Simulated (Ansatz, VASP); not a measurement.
Al8Cu3 in VASP and in Ansatz

The input INCAR:

```
ALGO = Normal
DIPOL = 0.5 0.5 0.500
EDIFF = 1E-6
ENCUT = 520
GGA = PE
IDIPOL = 3
ISIF = 2
ISMEAR = 0
LASPH = T
LCHARG = F
LDIPOL = T
LREAL = F
LWAVE = F
NBANDS = 40
NELM = 60
PREC = Accurate
SIGMA = 0.1
```

The input KPOINTS:

```
k-points
0
Gamma
  9 9 1
```

Contents of POSCAR:

```
Al8Cu3
1.0
    4.0890373098      0.0000000000      0.0000000000
    2.0442999082      3.5413364718      0.0000000000
    0.0000000000      0.0000000000     26.6856057520
Al Cu
8 3
Direct
    0.0000356652      0.0000356652      0.2810503936
    0.6667261087      0.6667261087      0.3436074240
    0.3334165521      0.3334165521      0.4061644544
    0.0001069956      0.0001069956      0.4687214848
    0.6667974391      0.6667974391      0.5312785152
    0.3334878826      0.3334878826      0.5938355456
    0.0001783260      0.0001783260      0.6563925760
    0.6668687695      0.6668687695      0.7189496064
    0.0000713304      0.0000713304      0.3748859392
    0.3334522174      0.3334522174      0.5000000000
    0.6668331043      0.6668331043      0.6251140608
```

Input for Ansatz:

```yaml
crystal:
  lattice:
    - [4.0890373098, 0.0, 0.0]
    - [2.0442999082, 3.5413364718, 0.0]
    - [0.0, 0.0, 26.685605752]
  atoms:
    - { symbol: Al, position: [3.56652e-05, 3.56652e-05, 0.2810503936] }
    - { symbol: Al, position: [0.6667261087, 0.6667261087, 0.343607424] }
    - { symbol: Cu, position: [7.13304e-05, 7.13304e-05, 0.3748859392] }
    - { symbol: Al, position: [0.3334165521, 0.3334165521, 0.4061644544] }
    - { symbol: Al, position: [0.0001069956, 0.0001069956, 0.4687214848] }
    - { symbol: Cu, position: [0.3334522174, 0.3334522174, 0.5] }
    - { symbol: Al, position: [0.6667974391, 0.6667974391, 0.5312785152] }
    - { symbol: Al, position: [0.3334878826, 0.3334878826, 0.5938355456] }
    - { symbol: Cu, position: [0.6668331043, 0.6668331043, 0.6251140608] }
    - { symbol: Al, position: [0.000178326, 0.000178326, 0.656392576] }
    - { symbol: Al, position: [0.6668687695, 0.6668687695, 0.7189496064] }
basis:
  ecutwfc: 420
kpoints:
  mp_grid: { grid: [9, 9, 1] }
hamiltonian:
  xc: pbe
scf:
  occupations: { method: gaussian, width: 0.1 }
output:
  forces: true
  stress: true
  eigenvalues: true
efield:
  axis: 3
  dipole_correction: true
  ramp_width: 0.04
```

Alike in both runs: task single point; functional PBE; k mesh 9 × 9 × 1; occupations gaussian, width 0.1 eV; no spin polarisation.

|  | VASP | Ansatz |
| --- | --- | --- |
| version | VASP 6.6.1 | Ansatz 0.2.0 |
| potentials or method | VASP PAW PBE potentials, release 64 (Al, Cu), cutoff 520 eV | scalar-relativistic, plane waves, PAW |
| valence electrons in the cell | 57 | 81 |

```csv
,VASP,Ansatz,Ansatz less VASP
gap on the k mesh at the Fermi level (eV),none,none,-
rms of the force components (eV/Å),0.099,0.098,-0.0015
```

A gap of «none» marks a metal or a gap that the smearing closes. With one functional, cell and mesh, what is left measures potentials, basis and numerics. VASP's potentials hold 57 valence electrons a cell and Ansatz's 81, so a difference there can come from the potentials and not from the codes.
